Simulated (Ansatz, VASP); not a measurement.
## One calculation of Al2Pt, two programs

POSCAR

```
Al2Pt
1.0
    0.0000000000      2.9550000000      2.9747000000
    2.9550000000      0.0000000000      2.9747000000
    2.9550000000      2.9550000000      0.0000000000
Al Pt
2 1
Direct
    0.2500000000      0.2500000000      0.2500000000
    0.7500000000      0.7500000000      0.7500000000
    0.0000000000      0.0000000000      0.0000000000
```

The input INCAR.step1:

```
  PREC = Accurate
  ENCUT = 520
  ISMEAR = -1
  SIGMA = 0.1
  LREAL = F
  LASPH = T
  NELM = 100
  NBANDS = 15
  GGA = PE
  ALGO = Normal
  EDIFF = 1E-4
  LWAVE = T
  LCHARG = F
```

File INCAR.step2:

```
  PREC = Accurate
  ENCUT = 520
  EDIFF = 1E-6
  ISMEAR = -1
  SIGMA = 0.1
  LREAL = F
  LASPH = T
  NELM = 100
  ALGO = Normal
  ISIF = 2
  LWAVE = F
  LCHARG = F
  METAGGA = R2SCAN
  LMIXTAU = T
  NBANDS = 15
  ISTART = 1
```

The input KPOINTS:

```
regular mesh
0
Gamma
  10 10 10
```

Input for Ansatz:

```yaml
crystal:
  lattice:
    - [0.0, 2.955, 2.9747]
    - [2.955, 0.0, 2.9747]
    - [2.955, 2.955, 0.0]
  atoms:
    - { symbol: Al, position: [0.25, 0.25, 0.25] }
    - { symbol: Al, position: [0.75, 0.75, 0.75] }
    - { symbol: Pt, position: [0.0, 0.0, 0.0] }
basis:
  ecutwfc: 761.918814887664
  xc_grid: 2
kpoints:
  mp_grid:
    grid: [10, 10, 10]
hamiltonian:
  xc: r2scan
scf:
  max_iter: 150
  occupations:
    method: fermi_dirac
output:
  stress: true
```

Alike in both runs: task single point; functional r2SCAN; k mesh 10 × 10 × 10; no spin polarisation.

|  | VASP | Ansatz |
| --- | --- | --- |
| version | VASP 6.6.1 | Ansatz 0.2.0 |
| potentials or method | VASP PAW PBE potentials, release 64 (Al, Pt), cutoff 520 eV | plane waves, PAW |
| occupations | fermi-dirac, width 0.1 eV | fermi-dirac |
| valence electrons in the cell | 16 | 24 |

```csv
,VASP,Ansatz,Ansatz less VASP
pressure (GPa),-1.6,-1.3,+0.24
"traceless stress, the component that is largest in VASP (GPa)",-0.33,-0.33,0.000
```

VASP's potentials were made for PBE, not for r2SCAN. VASP's potentials hold 16 valence electrons a cell and Ansatz's 24, so a difference there can come from the potentials and not from the codes.

Spin-orbit coupling is off throughout.
